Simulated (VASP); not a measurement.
**Al3GaO6: single point with r2SCAN**

Al3GaO6:

```
Al Ga O
1.0
     6.04727   -1.49130    0.00065
     6.04727    1.49130    0.00065
    -1.35450    0.00000    5.55723
Al Ga O
3 1 6
Direct
  0.34333 0.34333 0.68608
  0.90797 0.90797 0.20289
  0.08727 0.08727 0.79218
  0.65703 0.65703 0.31614
  0.50524 0.50524 0.74241
  0.48970 0.48970 0.25448
  0.83009 0.83009 0.43831
  0.17578 0.17578 0.57713
  0.16122 0.16122 0.09950
  0.84237 0.84237 0.89087
```

* Program: VASP 6.6.1
* Task: single point
* Functional: r2SCAN
* Potentials or basis: VASP PAW PBE potentials, release 64 (Al, Ga_d, O)
* Cutoff: 520 eV
* k mesh: 8 × 8 × 4
* Occupations: gaussian, width 0.02 eV
* Spin: no spin polarisation

* Pressure: -6.7 GPa
* Largest force: 0.170 eV/Å
* Band gap on the k mesh: 4.43 eV (least direct gap 4.67 eV)

Forces in eV/Å, atoms in the order of the input:
```
Al  -0.013  0.000 -0.002
Al   0.013  0.000  0.020
Al   0.028  0.000  0.010
Ga   0.012  0.000  0.015
O    0.052  0.000  0.049
O   -0.029  0.000 -0.043
O   -0.022  0.000 -0.046
O   -0.012  0.000 -0.034
O   -0.170  0.000  0.002
O    0.141  0.000  0.030
```

Stress tensor (GPa, compression positive):
```
-6.38  0.00 -0.14
 0.00 -7.12  0.00
-0.14  0.00 -6.55
```

Levels at points of the mesh, in eV from the valence-band top:
```csv
k point,band 25,band 26,band 27,band 28,band 29,band 30,band 31,band 32,band 33,band 34
"(0.00, 0.00, 0.00)",-1.04,-0.73,-0.56,-0.40,-0.24,4.43,7.69,8.22,8.90,9.62
"(0.50, 0.00, 0.00)",-1.52,-1.19,-0.85,-0.74,-0.31,6.52,8.71,9.11,9.15,9.75
"(0.50, 0.50, 0.00)",-1.26,-1.19,-0.72,-0.43,-0.34,5.75,7.00,7.53,9.09,9.69
"(0.00, 0.00, 0.50)",-1.52,-1.07,-0.69,-0.62,-0.36,6.21,7.16,8.58,8.90,9.34
"(0.50, 0.00, 0.50)",-1.52,-1.26,-1.09,-0.89,-0.77,7.46,8.93,9.19,9.78,10.30
"(0.50, 0.50, 0.50)",-1.17,-1.01,-0.78,-0.69,0.00,6.54,7.38,8.13,8.31,8.83
```

Wall time 66 min on 1 thread of Oxide Virtual Turin-like Processor, on a shared host, peak memory 0.49 GiB.

Caveat: the cell stands under tension; the PAW data sets were made with another functional, which shifts forces and pressure a little. A k mesh can miss the band edges.
